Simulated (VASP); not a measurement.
**TcRh: single point with LDA**

TcRh:

```
CELL_PARAMETERS angstrom
2.76961 0.00000 0.00000
-1.38481 2.39855 0.00000
0.00000 0.00000 4.40679
ATOMIC_POSITIONS crystal
Tc 0.66667 0.33333 0.00000
Rh 0.00000 0.00000 0.50000
```

* Program: VASP 6.6.1
* Task: single point
* Functional: LDA
* Potentials or basis: VASP PAW LDA potentials, release 64 (Tc_pv, Rh_pv)
* Cutoff: 520 eV
* k mesh: 12 × 12 × 7
* Occupations: fermi-dirac, width 0.1 eV
* Spin: no spin polarisation

* Pressure: -23.5 GPa
* Band gap on the k mesh: zero (band 14 reaches 12.41 eV, above the bottom of band 15 at 10.22 eV)

Stress tensor (GPa, compression positive):
```
-23.66   0.00   0.00
  0.00 -23.66   0.00
  0.00   0.00 -23.32
```

Levels at points of the mesh, in eV from the Fermi level:
```csv
k point,band 10,band 11,band 12,band 13,band 14,band 15,band 16,band 17,band 18,band 19
"(0.00, 0.00, 0.00)",-2.69,-2.28,-1.56,-1.56,-1.34,-1.34,1.13,1.40,1.40,9.37
"(0.50, 0.00, 0.00)",-2.85,-1.94,-1.87,-1.30,0.37,1.83,2.72,3.53,5.88,10.26
```

Run time: 28 s on 1 thread of Intel(R) Xeon(R) Platinum 8488C (Sapphire Rapids) (shared host), peak memory 0.17 GiB.
